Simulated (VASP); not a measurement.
# Pd (Fm-3m) in VASP: a series of runs

Pd is run at these levels: PBEsol; tasks: single point, relaxation of cell and atoms.

Program: VASP 6.6.1. These are calculated values, not measurements. Logs are shortened: lines on timing, memory, paths and dates and some standing lists are left out, and cuts for length are marked.

## Step 1: The cell of the first run

It takes space group Fm-3m (No. 225, cubic). Conventional cell: a = 3.874 Å, b = 3.874 Å, c = 3.874 Å, α = 90.00°, β = 90.00°, γ = 90.00°. Pd (site symmetry m-3m) has 12 Pd at 2.74 Å within 3.6 Å.

## Step 2: Single point, PBEsol

The input, INCAR:

```
  ALGO = Normal
  EDIFF = 1E-6
  ENCUT = 500
  GGA = PS
  GGA_COMPAT = False
  ISIF = 2
  ISMEAR = 0
  LASPH = True
  LCHARG = True
  LELF = True
  LREAL = False
  LVHAR = True
  LWAVE = False
  NBANDS = 11
  NELM = 120
  PREC = Accurate
  SIGMA = 0.1
```

The input, KPOINTS:

```
k-points
0
Gamma
  10 10 10
```

The input, POSCAR:

```
Pd
1.0
    0.0000000000      1.9371519474      1.9371519474
    1.9371519474      0.0000000000      1.9371519474
    1.9371519474      1.9371519474      0.0000000000
Pd
1
Direct
    0.0000000000      0.0000000000      0.0000000000
```

Potentials or basis: VASP PAW PBE potentials, release 64 (Pd).

Run with:

```bash
$ cat potpaw_PBE.64/Pd/POTCAR > POTCAR
$ mpirun -np 1 vasp_std > vasp.out
```

OUTCAR:

```text
EDIFF = 1E-6
   ENCUT = 500
   GGA = PS
   ISIF = 2
   ISMEAR = 0
   LASPH = True
   LREAL = False
   NELM = 120
   PREC = Accurate

 ion  position               nearest neighbor table
   1  0.000  0.000  0.000-

  LATTYP: Found a face centered cubic cell.
 ALAT       =     3.8743038948

  Lattice vectors:

 A1 = (   0.0000000000,   1.9371519474,   1.9371519474)
 A2 = (   1.9371519474,   0.0000000000,   1.9371519474)
 A3 = (   1.9371519474,   1.9371519474,   0.0000000000)

Analysis of symmetry for initial positions (statically):
=====================================================================
 Subroutine PRICEL returns:
 Original cell was already a primitive cell.

 Routine SETGRP: Setting up the symmetry group for a
 face centered cubic supercell.

 Subroutine GETGRP returns: Found 48 space group operations
 (whereof 48 operations were pure point group operations)
 out of a pool of 48 trial point group operations.

The static configuration has the point symmetry O_h .

Analysis of symmetry for dynamics (positions and initial velocities):
=====================================================================
 Subroutine PRICEL returns:
 Original cell was already a primitive cell.

 Routine SETGRP: Setting up the symmetry group for a
 face centered cubic supercell.

 Subroutine GETGRP returns: Found 48 space group operations
 (whereof 48 operations were pure point group operations)
 out of a pool of 48 trial point group operations.

The dynamic configuration has the point symmetry O_h .

 Subroutine INISYM returns: Found 48 space group operations
 (whereof 48 operations are pure point group operations),
 and found     1 'primitive' translations

----------------------------------------------------------------------------------------

                                     Primitive cell

  volume of cell :      14.5385

  direct lattice vectors                    reciprocal lattice vectors
     0.000000000  1.937151947  1.937151947    -0.258110883  0.258110883  0.258110883
     1.937151947  0.000000000  1.937151947     0.258110883 -0.258110883  0.258110883
     1.937151947  1.937151947  0.000000000     0.258110883  0.258110883 -0.258110883

  length of vectors
     2.739546556  2.739546556  2.739546556     0.447061164  0.447061164  0.447061164

  position of ions in fractional coordinates (direct lattice)
     0.000000000  0.000000000  0.000000000

  ion indices of the primitive-cell ions
   primitive index   ion index
                 1           1

----------------------------------------------------------------------------------------

 KPOINTS: k-points

Automatic generation of k-mesh.
 Grid dimensions read from file:
 generate k-points for:   10   10   10

 Generating k-lattice:

  Cartesian coordinates                     Fractional coordinates (reciprocal lattice)
    -0.025811088  0.025811088  0.025811088     0.100000000  0.000000000  0.000000000
     0.025811088 -0.025811088  0.025811088     0.000000000  0.100000000  0.000000000
     0.025811088  0.025811088 -0.025811088     0.000000000  0.000000000  0.100000000

  Length of vectors
     0.044706116  0.044706116  0.044706116

  Shift w.r.t. Gamma in fractional coordinates (k-lattice)
     0.000000000  0.000000000  0.000000000

 Subroutine IBZKPT returns following result:
 ===========================================

 Found     47 irreducible k-points:

 Following reciprocal coordinates:
            Coordinates               Weight
  0.000000  0.000000  0.000000      1.000000
  0.100000  0.000000  0.000000      8.000000
  0.200000  0.000000  0.000000      8.000000
  0.300000  0.000000  0.000000      8.000000
  0.400000  0.000000  0.000000      8.000000
  0.500000  0.000000  0.000000      4.000000
[... 16 lines left out ...]
  0.300000  0.300000  0.000000      6.000000
  0.400000  0.300000  0.000000     24.000000
 [... further k-points ...]
   k-points           NKPTS =     47   k-points in BZ     NKDIM =     47   number of bands    NBANDS=     11
   number of dos      NEDOS =    301   number of ions     NIONS =      1
   total plane-waves  NPLWV =   8000
   dimension x,y,z NGX =    20 NGY =   20 NGZ =   20
   dimension x,y,z NGXF=    40 NGYF=   40 NGZF=   40
   ions per type =               1
   NGX,Y,Z   is equivalent  to a cutoff of  12.14, 12.14, 12.14 a.u.
   NGXF,Y,Z  is equivalent  to a cutoff of  24.27, 24.27, 24.27 a.u.
 SYSTEM =  unknown system
   PREC   = accura    normal or accurate (medium, high low for compatibility)
   ISTART =      0    job   : 0-new  1-cont  2-samecut
   ICHARG =      2    charge: 1-file 2-atom 10-const
   ISPIN  =      1    spin polarized calculation?
   LNONCOLLINEAR =      F non collinear calculations
   LSORBIT =      F    spin-orbit coupling
   LASPH  =      T    aspherical Exc in radial PAW
   ENCUT  =  500.0 eV  36.75 Ry    6.06 a.u.   4.99  4.99  4.99*2*pi/ulx,y,z
   NELM   =    120;   NELMIN=  2; NELMDL= -5     # of ELM steps
   EDIFF  = 0.1E-05   stopping-criterion for ELM
   LREAL  =      F    real-space projection
   EDIFFG = 0.1E-04   stopping-criterion for IOM
   NSW    =      0    number of steps for IOM
   IBRION =     -1    ionic relax: 0-MD 1-quasi-New 2-CG
   NFREE  =      0    steps in history (QN), initial steepest desc. (CG)
   ISIF   =      2    stress and relaxation
   ISYM   =      2    0-nonsym 1-usesym 2-fastsym
   POTIM  = 0.5000    time-step for ionic-motion
   TEBEG  =    0.0;   TEEND  =   0.0 temperature during run
   PSTRESS=    0.0 pullay stress
   NELECT =      10.0000    total number of electrons
   NUPDOWN=      -1.0000    fix difference up-down
   EMIN   =  10.00;   EMAX   =-10.00  energy-range for DOS
   EFERMI =   0.00;   METHOD = LEGACY
   ISMEAR =     0;   SIGMA  =   0.10  broadening in eV -4-tet -1-fermi 0-gaus
   EFERMI_NEDOS =   21; number of points for ismear=-14 and -15
   IALGO  =     38    algorithm
   IMIX   =      4    mixing-type and parameters
     AMIX     =   0.40;   BMIX     =  1.00
     AMIX_MAG =   1.60;   BMIX_MAG =  1.00
  volume/ion in A,a.u.               =      14.54        98.11
  Fermi-wavevector in a.u.,A,eV,Ry     =   1.445111  2.730863 28.413662  2.088345
  Thomas-Fermi vector in A             =   2.563330
   LORBIT       =      0    0 simple, 1 ext, 2 COOP (PROOUT), +10 PAW based schemes
   GGA     = PS    functional components
   LHFCALC =     F    Hartree Fock is set to
   AEXX    =    0.0000 exact exchange contribution
   IVDW    =     0    specifies the selected vdW correction
   LEPSILON=     F    determine dielectric tensor
   LRPA    =     F    only Hartree local field effects (RPA)
 non-spin polarized calculation
 Gauss-broadening in eV      SIGMA  =   0.10
  energy-cutoff  :      500.00
  volume of cell :       14.54
 maximum number of plane-waves:       377
   NGX =  9   NGY =  9   NGZ =  9

 number of electron      10.0000002 magnetization

 Free energy of the ion-electron system (eV)
  ---------------------------------------------------
  ext. energy  EPLUGINS =         0.00000000
  ---------------------------------------------------
  free energy    TOTEN  =        -5.97835393 eV

  energy without entropy =       -5.96995264  energy(sigma->0) =       -5.97415329

 E-fermi :   9.8891     XC(G=0): -13.4688

 val. band max:        9.8761089277   @ k =  -0.4000   0.4000   0.0000
 cond. band min:       9.9213402373   @ k =   0.5000   0.2000   0.0000
 fundamental gap:      0.0452313097
 Fermi energy:         9.8890578226

 k-point     1 :       0.0000    0.0000    0.0000
  band No.  band energies     occupation
      1       2.5132      2.00000
      2       6.9540      2.00000
      3       6.9540      2.00000
      4       6.9540      2.00000
      5       8.6247      2.00000
      6       8.6247      2.00000
      7      26.9997      0.00000
      8      31.8511      0.00000
      9      31.8511      0.00000
     10      31.8511      0.00000
     11      35.9391      0.00000

 k-point     2 :       0.1000    0.0000    0.0000
  band No.  band energies     occupation
      1       2.8751      2.00000
      2       6.8306      2.00000
      3       7.0753      2.00000
      4       7.0753      2.00000
      5       8.5708      2.00000
      6       8.5708      2.00000
      7      27.3579      0.00000
      8      29.8713      0.00000
      9      32.2742      0.00000
     10      32.2742      0.00000
     11      36.0113      0.00000

 k-point     3 :       0.2000    0.0000    0.0000
  band No.  band energies     occupation
      1       3.7889      2.00000
      2       6.7031      2.00000
      3       7.2614      2.00000
      4       7.2614      2.00000
      5       8.6027      2.00000
      6       8.6027      2.00000
      7      26.1977      0.00000
      8      28.2545      0.00000
      9      33.2832      0.00000
     10      33.2832      0.00000
     11      35.7590      0.00000

 k-point     4 :       0.3000    0.0000    0.0000
  band No.  band energies     occupation
      1       4.4674      2.00000
      2       7.1828      2.00000
      3       7.1828      2.00000
      4       7.4597      2.00000
      5       9.0408      2.00000
      6       9.0408      2.00000
      7      22.6110      0.00000
      8      27.6582      0.00000
      9      33.2961      0.00000
     10      33.2961      0.00000
     11      36.1506      0.00000

 k-point     5 :       0.4000    0.0000    0.0000
  band No.  band energies     occupation
      1       4.4775      2.00000
      2       6.9920      2.00000
      3       6.9920      2.00000
      4       9.4024      2.00000
      5       9.6080      1.99993
      6       9.6080      1.99993
      7      19.1050      0.00000
      8      26.7280      0.00000
      9      31.7158      0.00000
     10      31.7158      0.00000
     11      36.8697      0.00000
[... 211 lines left out ...]
 k-point    21 :      -0.3000    0.2000    0.0000
  band No.  band energies     occupation
      1       5.4905      2.00000
      2       6.5251      2.00000
      3       6.9967      2.00000
      4       7.7266      2.00000
      5       8.8035      2.00000
      6      12.1537      0.00000
      7      20.9449      0.00000
      8      24.4738      0.00000
      9      29.2315      0.00000
     10      31.7904      0.00000
     11      35.3996      0.00000

 k-point    22 :      -0.2000    0.2000    0.0000
  band No.  band energies     occupation
      1       5.3462      2.00000
      2       6.2177      2.00000
      3       7.0398      2.00000
      4       7.9092      2.00000
      5       8.0611      2.00000
      6      10.5200      0.00000
      7      24.2692      0.00000
      8      25.1915      0.00000
      9      30.4519      0.00000
     10      33.0501      0.00000
     11      34.3903      0.00000

 k-point    23 :       0.3000    0.3000    0.0000
  band No.  band energies     occupation
      1       4.8954      2.00000
      2       5.3308      2.00000
      3       8.6732      2.00000
      4       8.7728      2.00000
      5       8.7728      2.00000
      6       9.3927      2.00000
      7      26.5329      0.00000
      8      26.5329      0.00000
      9      26.9949      0.00000
     10      30.3326      0.00000
     11      32.0437      0.00000

 k-point    24 :       0.4000    0.3000    0.0000
  band No.  band energies     occupation
      1       4.8971      2.00000
      2       5.1825      2.00000
      3       8.3741      2.00000
      4       8.8994      2.00000
      5       9.7916      1.83196
      6      10.8966      0.00000
      7      23.5840      0.00000
      8      25.2203      0.00000
      9      25.5170      0.00000
     10      30.8272      0.00000
     11      33.1360      0.00000

 [... further k-points ...]

------------------------ aborting loop because EDIFF is reached ----------------------------------------

  FORCE on cell =-STRESS in cart. coord.  units (eV):
  Direction    XX          YY          ZZ          XY          YZ          ZX
  --------------------------------------------------------------------------------------
  -------------------------------------------------------------------------------------
  Total       -0.0238943     -0.0238943     -0.0238943      0.0000000      0.0000000     -0.0000000
  in kB       -2.6332030     -2.6332030     -2.6332030      0.0000000      0.0000000     -0.0000000
  external PRESSURE =      -2.6332030 kB  Pullay stress =       0.0000000 kB

 VOLUME and BASIS-vectors are now :
 -----------------------------------------------------------------------------
  energy-cutoff  :      500.00
  volume of cell :       14.54
      direct lattice vectors                 reciprocal lattice vectors
     0.000000000  1.937151947  1.937151947    -0.258110883  0.258110883  0.258110883
     1.937151947  0.000000000  1.937151947     0.258110883 -0.258110883  0.258110883
     1.937151947  1.937151947  0.000000000     0.258110883  0.258110883 -0.258110883

 POSITION                                       TOTAL-FORCE (eV/Angst)
 -----------------------------------------------------------------------------------
      0.00000      0.00000      0.00000         0.000000      0.000000      0.000000
 -----------------------------------------------------------------------------------
    total drift:                                0.000000      0.000000      0.000000

  FREE ENERGIE OF THE ION-ELECTRON SYSTEM (eV)
  ---------------------------------------------------
  free  energy   TOTEN  =        -5.9783539319 eV

  energy  without entropy=       -5.9699526411  energy(sigma->0) =       -5.97415329
```

It took 13 s on 1 thread of Intel Xeon 8259CL, shared host; peak memory 0.12 GiB.

What came out:

* Free energy: -5.9784 eV
* Pressure: -0.3 GPa
* Band gap on the k mesh: zero (bands 5 and 6 overlap by 1.61 eV)

Levels at points of the mesh, in eV from the Fermi level:
```
           k point  band 2  band 3  band 4  band 5  band 6  band 7  band 8  band 9
(0.00, 0.00, 0.00)   -2.94   -2.94   -2.94   -1.26   -1.26   17.11   21.96   21.96
(0.50, 0.00, 0.00)   -2.98   -2.98   -0.03   -0.03    0.87    7.36   16.47   21.13
(0.50, 0.50, 0.00)   -5.27   -0.05    0.29    0.29    3.23   10.85   13.17   13.17
```

Caveat: the PAW data sets were made with another functional, which shifts forces and pressure a little.

(Part 1 of 2 ends here.)
